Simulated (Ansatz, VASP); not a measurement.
**Zn11CdS12 in VASP and in Ansatz**

```xyz
24
Lattice="5.7340 3.3106 0.0000 -5.7340 3.3106 0.0000 0.0000 0.0000 12.5200" Properties=species:S:1:pos:R:3 pbc="T T T"
Cd    0.0000    0.0000   -0.0060
Zn   -1.9114    3.3106    0.0166
Zn    1.9114    3.3106    0.0166
Zn    0.0000    0.0000    6.2716
Zn   -1.9114    3.3106    6.2543
Zn    1.9114    3.3106    6.2543
Zn    0.0000    2.2297    3.1654
Zn    3.8031    2.1957    3.1654
Zn   -3.8031    2.1957    3.1654
Zn   -3.8053    4.4241    9.3517
Zn    0.0000    4.3940    9.3517
Zn   -1.9288    1.1136    9.3517
S     0.0000    0.0000    2.4933
S    -1.9114    3.3106    2.3527
S     1.9114    3.3106    2.3527
S     0.0000    0.0000    8.6173
S    -1.9114    3.3106    8.5731
S     1.9114    3.3106    8.5731
S     0.0000    2.2101    5.4984
S     3.8200    2.2055    5.4984
S    -3.8200    2.2055    5.4984
S    -3.7009    4.4844   11.6780
S     0.0000    4.2735   11.6780
S    -2.0331    1.1738   11.6780
```

Alike in both runs: functional PBE; k mesh 3 × 3 × 2; occupations fermi-dirac, width 0.01 eV; no spin polarisation.

Ansatz relaxed the structure, and its values are those at the end. VASP's run is a single point on that final structure, the one shown.

|  | VASP | Ansatz |
| --- | --- | --- |
| version | VASP 6.6.1 | Ansatz 0.2.0 |
| potentials or method | VASP PAW PBE potentials, release 64 (Cd, Zn, S) | plane-wave PAW, scalar-relativistic |
| plane-wave cutoff (eV) | 520 | 420 |
| valence electrons in the cell | 216 | 224 |

```csv
,VASP,Ansatz,Ansatz less VASP
gap on the k mesh at the Fermi level (eV),2.07,2.06,-0.006
pressure (GPa),3.2,3.0,-0.21
rms of the force components (eV/Å),0.008,0.003,-0.0042
```

VASP's potentials hold 216 valence electrons a cell and Ansatz's 224, so a difference there can come from the potentials and not from the codes. Ansatz's warnings: stress scf threshold loose.
